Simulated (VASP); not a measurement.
Set up this calculation in VASP 6.6.1, as the native input.

```yaml
Task: single point
Functional: PBE
Potentials_or_basis: VASP PAW PBE potentials, release 64 (Te, Mo_sv)
Cutoff: 520 eV
k_mesh: 12 × 12 × 2
Occupations: gaussian, width 0.02 eV
Spin: no spin polarisation
Dipole_correction: no
Further_INCAR_settings: ALGO = Normal; EDIFF = 1e-07; NBANDS = 35
```

The structure of Te2Mo lies in POSCAR:

```
Te2Mo
1.0
    3.5566632826      0.0000000000      0.0000000000
   -1.7783316413      3.0801607555      0.0000000000
    0.0000000000      0.0000000000     14.7183472974
Te Mo
4 2
Direct
    0.3333333333      0.6666666667      0.6272260788
    0.6666666667      0.3333333333      0.1272260788
    0.6666666667      0.3333333333      0.3727739212
    0.3333333333      0.6666666667      0.8727739212
    0.3333333333      0.6666666667      0.2500000000
    0.6666666667      0.3333333333      0.7500000000
```

This cell differs from its parent crystal: strain along c alone, the other axes held: -4.0 %, then relaxed in part.

These files were run (other wordings do the same):

INCAR

```
SYSTEM = Te2Mo
ALGO = Normal
EDIFF = 1E-7
ENCUT = 520
GGA = PE
ISIF = 2
ISMEAR = 0
LASPH = .True.
LCHARG = .False.
LREAL = .False.
LWAVE = .False.
NBANDS = 35
NELM = 80
PREC = Accurate
SIGMA = 0.02
```

KPOINTS

```
k-points
0
Gamma
  12 12 2
  0 0 0
```

Potentials or basis: VASP PAW PBE potentials, release 64 (Te, Mo_sv).

Launch:

```bash
$ cat potpaw_PBE.64/Te/POTCAR potpaw_PBE.64/Mo_sv/POTCAR > POTCAR
$ mpirun -np 1 vasp_std > vasp.out
```

It gave:

```yaml
Pressure: 0.2 GPa
Largest_force: 0.012 eV/Å
Band_gap_on_the_k_mesh: 0.94 eV, indirect (least direct gap 1.01 eV)
```

Caveat: the cell differs from its parent crystal (strain along c alone, the other axes held: -4.0 %, then relaxed in part); spin-orbit coupling is left out, which moves the levels of the heavy elements; this functional lacks dispersion, which binds the layers, so the pressure and a relaxed spacing across them are unreliable.

It took 8.1 min on 1 thread of AMD EPYC 7R13 (shared host), peak memory 0.36 GiB.
